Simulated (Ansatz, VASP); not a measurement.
## Two plane-wave programs on C

```
C
1.0
     2.51292    0.00000    0.00000
     0.00000    2.51292    0.00000
     0.00000    0.00000   15.43833
C
15
Cartesian
  0.0000 1.2565 1.5000
  0.0000 0.0000 2.3885
  1.2565 0.0000 3.2769
  1.2565 1.2565 4.1654
  0.0000 1.2565 5.0538
  0.0000 0.0000 5.9423
  1.2565 0.0000 6.8307
  1.2565 1.2565 7.7192
  0.0000 1.2565 8.6076
  0.0000 0.0000 9.4961
  1.2565 0.0000 10.3845
  1.2565 1.2565 11.2730
  0.0000 1.2565 12.1614
  0.0000 0.0000 13.0499
  1.2565 0.0000 13.9383
```

Alike in both runs: task single point; functional PBEsol; k mesh 11 × 11 × 1; occupations gaussian, width 0.05 eV; no spin polarisation.

|  | VASP | Ansatz |
| --- | --- | --- |
| version | VASP 6.6.1 | Ansatz 0.2.0 |
| potentials or method | VASP PAW PBE potentials, release 64 (C), cutoff 520 eV | scalar-relativistic, plane waves, PAW |
| valence electrons in the cell | 60 | 60 |

```csv
,VASP,Ansatz,Ansatz less VASP
gap on the k mesh at the Fermi level (eV),none,none,-
rms of the force components (eV/Å),0.732,0.739,+0.0077
```

VASP's potentials were made for PBE, not for PBEsol. Atom by atom the forces differ by 0.010 eV/Å (rms over components). A gap of «none» marks a metal or a gap that the smearing closes. Ansatz's warnings: vacuum below fermi, vacuum density over bound.
